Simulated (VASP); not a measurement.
The system is SnS.

```xyz
8
Lattice="11.2000 0.0000 0.0000 0.0000 3.9870 0.0000 0.0000 0.0000 4.3340" Properties=species:S:1:pos:R:3 pbc="T T T"
Sn    1.3373    0.9968    0.5192
Sn    4.2627    2.9903    2.6862
Sn    6.9373    0.9968    1.6478
Sn    9.8627    2.9903    3.8148
S     9.5290    0.9968    2.0773
S     7.2710    2.9903    4.2443
S     3.9290    0.9968    0.0897
S     1.6710    2.9903    2.2567
```

| Property | Result |
| --- | --- |
| Program | VASP 6.6.1 |
| Task | relaxation of cell and atoms |
| Functional | PBEsol |
| Potentials or basis | VASP PAW PBE potentials, release 64 (Sn_d, S) |
| Cutoff | 500 eV |
| k mesh | 4 × 8 × 8 |
| Occupations | gaussian, width 0.01 eV |
| Spin | no spin polarisation |

At the start: pressure -0.8 GPa; volume 24.19 Å³/atom.

Problem. Where does the relaxation end?

Solution. Over 41 steps the energy falls by 3.5 meV/atom and the volume is 23.38 Å³/atom (-3.4 %); space group Pnma (No. 62, to 0.1 Å) before and after.

Step by step:
```
step  energy change (eV)  largest force (eV/Å)  pressure (GPa)  volume (Å³)
   1              0.0000                0.0743           -0.83       193.53
   3             -0.0103                0.1497            0.16       189.98
   5             -0.0238                0.0377            0.04       187.39
   7             -0.0259                0.0310           -0.04       187.27
   9             -0.0268                0.0167            0.11       186.84
  11             -0.0270                0.0189           -0.02       187.20
  13             -0.0274                0.0091           -0.01       187.17
  15             -0.0274                0.0093           -0.01       187.16
  17             -0.0275                0.0067            0.01       187.06
  19             -0.0275                0.0091           -0.02       187.08
  21             -0.0276                0.0091            0.03       186.91
  23             -0.0276                0.0043            0.01       186.98
  25             -0.0277                0.0041            0.00       186.99
  27             -0.0277                0.0036           -0.01       187.04
  29             -0.0277                0.0026           -0.02       187.07
  31             -0.0277                0.0018           -0.02       187.08
  33             -0.0277                0.0014            0.00       187.04
  35             -0.0277                0.0012           -0.01       187.05
  37             -0.0277                0.0012            0.00       187.03
  39             -0.0277                0.0014            0.00       187.02
  41             -0.0277                0.0009            0.00       187.02
```

Final structure:
```cif
data_structure
_symmetry_space_group_name_H-M 'P 1'
_symmetry_Int_Tables_number 1
_cell_length_a 11.0902
_cell_length_b 3.9835
_cell_length_c 4.2334
_cell_angle_alpha 90.000
_cell_angle_beta 90.000
_cell_angle_gamma 90.000
_cell_volume 187.02
loop_
_atom_site_label
_atom_site_type_symbol
_atom_site_fract_x
_atom_site_fract_y
_atom_site_fract_z
_atom_site_occupancy
Sn1 Sn 0.11844 0.25000 0.10970 1
Sn2 Sn 0.38156 0.75000 0.60970 1
Sn3 Sn 0.61844 0.25000 0.39030 1
Sn4 Sn 0.88156 0.75000 0.89030 1
S1 S 0.85340 0.25000 0.47511 1
S2 S 0.64660 0.75000 0.97511 1
S3 S 0.35340 0.25000 0.02489 1
S4 S 0.14660 0.75000 0.52489 1
```

Caveat: the PAW data sets were made with another functional, which shifts forces and pressure a little.
